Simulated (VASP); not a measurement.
A run of VASP 6.6.1 is set up as follows.

Contents of INCAR:

```
  PREC = Accurate
  ENCUT = 520
  EDIFF = 1E-7
  ISMEAR = 0
  SIGMA = 0.025
  LREAL = False
  LASPH = True
  NELM = 100
  ALGO = Fast
  ISIF = 2
  LWAVE = False
  LCHARG = False
  GGA = PE
  NBANDS = 11
```

Contents of KPOINTS:

```
regular mesh
0
Gamma
  12 12 12
```

POSCAR

```
Pt
1.0
    0.0000000000      1.9609000000      1.9609000000
    1.9609000000      0.0000000000      1.9609000000
    1.9609000000      1.9609000000      0.0000000000
Pt
1
Direct
    0.0000000000      0.0000000000      0.0000000000
```

Potentials or basis: VASP PAW PBE potentials, release 64 (Pt).

The run is started by

```bash
$ cat potpaw_PBE.64/Pt/POTCAR > POTCAR
$ mpirun -np 1 vasp_std > vasp.out
```

(1) Estimate the pressure.

(2) Estimate the band gap on the k mesh.

## Answers

(1) 9.7 GPa.

(2) zero (band 5 reaches 11.78 eV, above the bottom of band 6 at 9.54 eV).

Caveat: spin-orbit coupling is left out, which moves the levels of the heavy elements.
